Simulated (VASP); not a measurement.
# Ga in VASP: notebook

Aim: see how the results for Ga move with the level of theory and the settings. Levels: LDA, RPBE, BLYP+D3(BJ). Tasks: single point.

Program: VASP 6.6.1. These are calculated values, not measurements. Logs are shortened: lines on timing, memory, paths and dates and some standing lists are left out, and cuts for length are marked.

**1. The cell of the first run**

The structure is monoclinic, space group C2/c (No. 15). Conventional cell: a = 2.766 Å, b = 8.053 Å, c = 3.332 Å, α = 90.00°, β = 92.02°, γ = 90.00°. Ga (site symmetry 2) has 10 Ga at 2.69 to 3.33 Å within 3.5 Å.

**2. Single point, LDA**

Input file INCAR:

```
SYSTEM = Ga
  PREC = Accurate
  ENCUT = 520
  EDIFF = 1E-6
  ISMEAR = -1
  SIGMA = 0.05
  LREAL = .False.
  LASPH = .True.
  NELM = 80
  ALGO = Fast
  ISIF = 2
  LWAVE = .False.
  LCHARG = .False.
  NBANDS = 20
```

Input file KPOINTS:

```
regular mesh
0
Gamma
  10 10 8
  0 0 0
```

Input file POSCAR:

```
Ga
1.0
    1.3830000000     -4.0265000000      0.0000000000
    1.3830000000      4.0265000000      0.0000000000
   -0.1174474948      0.0000000000      3.3299294416
Ga
2
Direct
    0.1310000000      0.8690000000      0.7500000000
    0.8690000000      0.1310000000      0.2500000000
```

Potentials or basis: VASP PAW LDA potentials, release 64 (Ga_d).

On the command line:

```sh
> cat potpaw_LDA.64/Ga_d/POTCAR > POTCAR
> mpirun -np 1 vasp_std > vasp.out
```

OUTCAR:

```text
SYSTEM = Ga
   PREC = Accurate
   ENCUT = 520
   EDIFF = 1E-6
   ISMEAR = -1
   LREAL = .False.
   LASPH = .True.
   NELM = 80
   ISIF = 2

 ion  position               nearest neighbor table
   1  0.131  0.869  0.750-   2 2.69   2 2.69   2 2.86   2 2.86   2 2.92   2 2.92
   2  0.869  0.131  0.250-   1 2.69   1 2.69   1 2.86   1 2.86   1 2.92   1 2.92

  LATTYP: Found a base centered monoclinic cell.
 ALAT       =     2.7660000000
 B/A-ratio  =     2.9114244396
 C/A-ratio  =     1.2046276211
 COS(beta)  =    -0.0352483478

  Lattice vectors:

 A1 = (   1.3830000000,  -4.0265000000,   0.0000000000)
 A2 = (   1.3830000000,   4.0265000000,   0.0000000000)
 A3 = (  -0.1174474948,   0.0000000000,   3.3299294416)

Analysis of symmetry for initial positions (statically):
=====================================================================
 Subroutine PRICEL returns:
 Original cell was already a primitive cell.

 Routine SETGRP: Setting up the symmetry group for a
 base centered monoclinic supercell.

 Subroutine GETGRP returns: Found  4 space group operations
 (whereof  2 operations were pure point group operations)
 out of a pool of  4 trial point group operations.

The static configuration has the point symmetry S_2 .
 The point group associated with its full space group is C_2h.

Analysis of symmetry for dynamics (positions and initial velocities):
=====================================================================
 Subroutine PRICEL returns:
 Original cell was already a primitive cell.

 Routine SETGRP: Setting up the symmetry group for a
 base centered monoclinic supercell.

 Subroutine GETGRP returns: Found  4 space group operations
 (whereof  2 operations were pure point group operations)
 out of a pool of  4 trial point group operations.

The dynamic configuration has the point symmetry S_2 .
 The point group associated with its full space group is C_2h.

 Subroutine INISYM returns: Found  4 space group operations
 (whereof  2 operations are pure point group operations),
 and found     1 'primitive' translations

----------------------------------------------------------------------------------------

                                     Primitive cell

  volume of cell :      37.0864

  direct lattice vectors                    reciprocal lattice vectors
     1.383000000 -4.026500000  0.000000000     0.361532899 -0.124177325  0.012751361
     1.383000000  4.026500000  0.000000000     0.361532899  0.124177325  0.012751361
    -0.117447495  0.000000000  3.329929442     0.000000000  0.000000000  0.300306663

  length of vectors
     4.257392541  4.257392541  3.332000000     0.382476983  0.382476983  0.300306663

  position of ions in fractional coordinates (direct lattice)
     0.131000000  0.869000000  0.750000000
     0.869000000  0.131000000  0.250000000

  ion indices of the primitive-cell ions
   primitive index   ion index
                 1           1
                 2           2

----------------------------------------------------------------------------------------

 KPOINTS: regular mesh

Automatic generation of k-mesh.
 Grid dimensions read from file:
 generate k-points for:   10   10    8

 Generating k-lattice:

  Cartesian coordinates                     Fractional coordinates (reciprocal lattice)
     0.036153290 -0.012417733  0.001275136     0.100000000  0.000000000 -0.000000000
     0.036153290  0.012417733  0.001275136     0.000000000  0.100000000 -0.000000000
     0.000000000  0.000000000  0.037538333     0.000000000  0.000000000  0.125000000

  Length of vectors
     0.038247698  0.038247698  0.037538333

  Shift w.r.t. Gamma in fractional coordinates (k-lattice)
     0.000000000  0.000000000  0.000000000

 Subroutine IBZKPT returns following result:
 ===========================================

 Found    227 irreducible k-points:

 Following reciprocal coordinates:
            Coordinates               Weight
  0.000000  0.000000  0.000000      1.000000
  0.100000 -0.000000  0.000000      4.000000
  0.200000 -0.000000  0.000000      4.000000
  0.300000 -0.000000  0.000000      4.000000
  0.400000 -0.000000  0.000000      4.000000
  0.500000 -0.000000  0.000000      2.000000
[... 16 lines left out ...]
  0.300000  0.300000  0.000000      2.000000
  0.400000  0.300000  0.000000      4.000000
 [... further k-points ...]
   k-points           NKPTS =    227   k-points in BZ     NKDIM =    227   number of bands    NBANDS=     20
   number of dos      NEDOS =    301   number of ions     NIONS =      2
   total plane-waves  NPLWV =  28672
   dimension x,y,z NGX =    32 NGY =   32 NGZ =   28
   dimension x,y,z NGXF=    64 NGYF=   64 NGZF=   56
   ions per type =               2
   NGX,Y,Z   is equivalent  to a cutoff of  12.50, 12.50, 13.97 a.u.
   NGXF,Y,Z  is equivalent  to a cutoff of  24.99, 24.99, 27.94 a.u.
 SYSTEM =  Ga
   PREC   = accura    normal or accurate (medium, high low for compatibility)
   ISTART =      0    job   : 0-new  1-cont  2-samecut
   ICHARG =      2    charge: 1-file 2-atom 10-const
   ISPIN  =      1    spin polarized calculation?
   LNONCOLLINEAR =      F non collinear calculations
   LSORBIT =      F    spin-orbit coupling
   LASPH  =      T    aspherical Exc in radial PAW
   ENCUT  =  520.0 eV  38.22 Ry    6.18 a.u.   7.92  7.92  6.20*2*pi/ulx,y,z
   NELM   =     80;   NELMIN=  2; NELMDL= -5     # of ELM steps
   EDIFF  = 0.1E-05   stopping-criterion for ELM
   LREAL  =      F    real-space projection
   EDIFFG = 0.1E-04   stopping-criterion for IOM
   NSW    =      0    number of steps for IOM
   IBRION =     -1    ionic relax: 0-MD 1-quasi-New 2-CG
   NFREE  =      0    steps in history (QN), initial steepest desc. (CG)
   ISIF   =      2    stress and relaxation
   ISYM   =      2    0-nonsym 1-usesym 2-fastsym
   POTIM  = 0.5000    time-step for ionic-motion
   TEBEG  =    0.0;   TEEND  =   0.0 temperature during run
   PSTRESS=    0.0 pullay stress
   NELECT =      26.0000    total number of electrons
   NUPDOWN=      -1.0000    fix difference up-down
   EMIN   =  10.00;   EMAX   =-10.00  energy-range for DOS
   EFERMI =   0.00;   METHOD = LEGACY
   ISMEAR =    -1;   SIGMA  =   0.05  broadening in eV -4-tet -1-fermi 0-gaus
   EFERMI_NEDOS =   21; number of points for ismear=-14 and -15
   IALGO  =     68    algorithm
   IMIX   =      4    mixing-type and parameters
     AMIX     =   0.40;   BMIX     =  1.00
     AMIX_MAG =   1.60;   BMIX_MAG =  1.00
  volume/ion in A,a.u.               =      18.54       125.14
  Fermi-wavevector in a.u.,A,eV,Ry     =   1.454323  2.748273 28.777089  2.115056
  Thomas-Fermi vector in A             =   2.571487
   LORBIT       =      0    0 simple, 1 ext, 2 COOP (PROOUT), +10 PAW based schemes
   GGA     = CA    functional components
   LHFCALC =     F    Hartree Fock is set to
   AEXX    =    0.0000 exact exchange contribution
   IVDW    =     0    specifies the selected vdW correction
   LEPSILON=     F    determine dielectric tensor
   LRPA    =     F    only Hartree local field effects (RPA)
 non-spin polarized calculation
 RMM-DIIS sequential band-by-band and
  energy-cutoff  :      520.00
  volume of cell :       37.09
 maximum number of plane-waves:      1014
   NGX = 15   NGY = 15   NGZ = 13

 number of electron      26.0000006 magnetization

 Free energy of the ion-electron system (eV)
  ---------------------------------------------------
  ext. energy  EPLUGINS =         0.00000000
  ---------------------------------------------------
  free energy    TOTEN  =        -7.13489247 eV

  energy without entropy =       -7.12887622  energy(sigma->0) =       -7.13188434

 E-fermi :   5.3833     XC(G=0): -11.3714

 val. band max:        5.3616539021   @ k =   0.5000  -0.0000   0.0000
 cond. band min:       5.3834511545   @ k =  -0.1000  -0.2000   0.2500
 fundamental gap:      0.0217972524
 Fermi energy:         5.3832788771

 k-point     1 :       0.0000    0.0000    0.0000
  band No.  band energies     occupation
      1      -9.8436      2.00000
      2      -9.8319      2.00000
      3      -9.7983      2.00000
      4      -9.7731      2.00000
      5      -9.4990      2.00000
      6      -9.4989      2.00000
[... 12 lines left out ...]
     19      16.0331      0.00000
     20      18.5803      0.00000

 k-point     2 :       0.1000   -0.0000    0.0000
  band No.  band energies     occupation
      1      -9.8356      2.00000
      2      -9.8157      2.00000
      3      -9.7763      2.00000
      4      -9.7353      2.00000
      5      -9.5180      2.00000
      6      -9.5161      2.00000
[... 12 lines left out ...]
     19      16.4224      0.00000
     20      19.4290      0.00000

 k-point     3 :       0.2000   -0.0000    0.0000
  band No.  band energies     occupation
      1      -9.8151      2.00000
      2      -9.7816      2.00000
      3      -9.7194      2.00000
      4      -9.6450      2.00000
      5      -9.5660      2.00000
      6      -9.5570      2.00000
[... 12 lines left out ...]
     19      16.6230      0.00000
     20      20.4649      0.00000

 k-point     4 :       0.3000   -0.0000    0.0000
  band No.  band energies     occupation
      1      -9.7919      2.00000
      2      -9.7482      2.00000
      3      -9.6719      2.00000
      4      -9.6476      2.00000
      5      -9.6273      2.00000
      6      -9.5358      2.00000
[... 12 lines left out ...]
     19      16.8463      0.00000
     20      19.0349      0.00000

 k-point     5 :       0.4000   -0.0000    0.0000
  band No.  band energies     occupation
      1      -9.7756      2.00000
      2      -9.7474      2.00000
      3      -9.6843      2.00000
      4      -9.6718      2.00000
      5      -9.6515      2.00000
      6      -9.5474      2.00000
[... 12 lines left out ...]
     19      16.0724      0.00000
     20      17.7093      0.00000
[... 353 lines left out ...]
      6      -9.5475      2.00000
[... 12 lines left out ...]
     19      16.0987      0.00000
     20      19.7045      0.00000

 k-point    22 :      -0.2000    0.2000    0.0000
  band No.  band energies     occupation
      1      -9.8620      2.00000
      2      -9.8006      2.00000
      3      -9.7826      2.00000
      4      -9.7201      2.00000
      5      -9.5436      2.00000
      6      -9.5223      2.00000
[... 12 lines left out ...]
     19      17.2802      0.00000
     20      17.5789      0.00000

 k-point    23 :       0.3000    0.3000    0.0000
  band No.  band energies     occupation
      1      -9.7719      2.00000
      2      -9.7583      2.00000
      3      -9.6753      2.00000
      4      -9.6279      2.00000
      5      -9.5871      2.00000
      6      -9.5679      2.00000
[... 12 lines left out ...]
     19      15.0432      0.00000
     20      16.7276      0.00000

 k-point    24 :       0.4000    0.3000    0.0000
  band No.  band energies     occupation
      1      -9.7398      2.00000
      2      -9.7368      2.00000
      3      -9.6624      2.00000
      4      -9.6302      2.00000
      5      -9.6056      2.00000
      6      -9.5582      2.00000
[... 12 lines left out ...]
     19      15.0954      0.00000
     20      17.2916      0.00000

 [... further k-points ...]

------------------------ aborting loop because EDIFF is reached ----------------------------------------

  FORCE on cell =-STRESS in cart. coord.  units (eV):
  Direction    XX          YY          ZZ          XY          YZ          ZX
  --------------------------------------------------------------------------------------
  -------------------------------------------------------------------------------------
  Total       -0.8023628     -0.9112233     -1.0292332      0.0000000      0.0000000      0.0893999
  in kB      -34.6630259    -39.3659287    -44.4640970      0.0000000      0.0000000      3.8621800
  external PRESSURE =     -39.4976839 kB  Pullay stress =       0.0000000 kB

 VOLUME and BASIS-vectors are now :
 -----------------------------------------------------------------------------
  energy-cutoff  :      520.00
  volume of cell :       37.09
      direct lattice vectors                 reciprocal lattice vectors
     1.383000000 -4.026500000  0.000000000     0.361532899 -0.124177325  0.012751361
     1.383000000  4.026500000  0.000000000     0.361532899  0.124177325  0.012751361
    -0.117447495  0.000000000  3.329929442     0.000000000  0.000000000  0.300306663

 POSITION                                       TOTAL-FORCE (eV/Angst)
 -----------------------------------------------------------------------------------
      1.29491      2.97156      2.49745        -0.000000     -0.183134      0.000000
      1.35364     -2.97156      0.83248         0.000000      0.183134     -0.000000
 -----------------------------------------------------------------------------------
    total drift:                                0.000000      0.000000     -0.000000

  FREE ENERGIE OF THE ION-ELECTRON SYSTEM (eV)
  ---------------------------------------------------
  free  energy   TOTEN  =        -7.1348924656 eV

  energy  without entropy=       -7.1288762212  energy(sigma->0) =       -7.13188434
```

Wall time 65 s (1 thread of Intel Xeon 6975P-C (Granite Rapids), shared host); peak memory 0.24 GiB.

What came out:

| Property | Result |
| --- | --- |
| Free energy | -7.1349 eV |
| Pressure | -3.9 GPa |
| Largest force | 0.183 eV/Å |
| Band gap on the k mesh | zero (bands 13 and 14 overlap by 8.32 eV) |

Forces in eV/Å, atoms in the order of the input:
```
Ga   0.000 -0.183  0.000
Ga   0.000  0.183  0.000
```

Stress tensor (GPa, compression positive):
```
-3.47  0.00  0.39
 0.00 -3.94  0.00
 0.39  0.00 -4.45
```

Levels at points of the mesh, in eV from the Fermi level:
| k point | band 11 | band 12 | band 13 | band 14 | band 15 | band 16 |
| --- | --- | --- | --- | --- | --- | --- |
| (0.00, 0.00, 0.00) | -11.22 | -2.06 | -1.70 | 1.62 | 5.55 | 9.63 |
| (0.50, 0.00, 0.00) | -6.08 | -5.00 | -1.32 | -0.02 | 5.71 | 6.51 |
| (0.50, 0.50, 0.00) | -9.09 | -8.59 | 3.98 | 4.55 | 5.80 | 6.02 |
| (0.00, 0.00, 0.50) | -7.78 | -7.78 | 1.72 | 1.72 | 2.43 | 2.43 |
| (0.50, 0.00, 0.50) | -2.90 | -2.88 | -1.62 | -1.51 | 1.74 | 2.29 |
| (0.50, 0.50, 0.50) | -6.04 | -6.04 | -4.34 | -4.34 | 10.78 | 10.78 |

Caveat: the cell stands under tension.

**3. Single point, RPBE**

Input file INCAR:

```
PREC = Accurate ; ENCUT = 520
EDIFF = 1E-6 ; ISMEAR = -1
SIGMA = 0.05 ; LREAL = False
LASPH = True ; NELM = 60
ALGO = Fast ; ISIF = 2
LWAVE = False ; LCHARG = False
GGA = RP ; NBANDS = 20
```

Input file KPOINTS:

```
regular mesh
0
Gamma
  10 10 8
```

POSCAR is that of step 2.

Potentials or basis: VASP PAW PBE potentials, release 64 (Ga_d).

On the command line:

```sh
> cat potpaw_PBE.64/Ga_d/POTCAR > POTCAR
> mpirun -np 1 vasp_std > vasp.out
```

It took 71 s on 1 thread of Intel Xeon 6975P-C (Granite Rapids), shared host; peak memory 0.26 GiB.

Results (log left out):

- Free energy: -5.0352 eV
- Pressure: 3.6 GPa
- Largest force: 0.213 eV/Å
- Band gap on the k mesh: zero (bands 13 and 14 overlap by 8.42 eV)

Forces on the atoms (eV/Å):
```
Ga   0.000 -0.213  0.000
Ga   0.000  0.213  0.000
```

Stress tensor (GPa, compression positive):
```
4.42 0.00 0.46
0.00 3.96 0.00
0.46 0.00 2.47
```

Levels at points of the mesh, in eV from the Fermi level:
```tsv
k point	band 10	band 11	band 12	band 13	band 14	band 15	band 16	band 17
(0.00, 0.00, 0.00)	-14.67	-11.22	-2.10	-1.58	1.64	5.38	9.72	10.24
(0.50, 0.00, 0.00)	-14.69	-6.03	-5.03	-1.35	0.03	5.81	6.63	8.46
(0.50, 0.50, 0.00)	-14.73	-9.09	-8.59	4.01	4.59	5.83	6.06	7.58
(0.00, 0.00, 0.50)	-14.74	-7.77	-7.77	1.68	1.68	2.46	2.46	11.71
(0.50, 0.00, 0.50)	-14.69	-2.85	-2.82	-1.65	-1.49	1.75	2.30	4.29
(0.50, 0.50, 0.50)	-14.82	-5.98	-5.98	-4.41	-4.41	10.89	10.89	11.85
```

Caveat: the cell stands under pressure; the PAW data sets were made with another functional, which shifts forces and pressure a little.

[end of part 1 of 2]
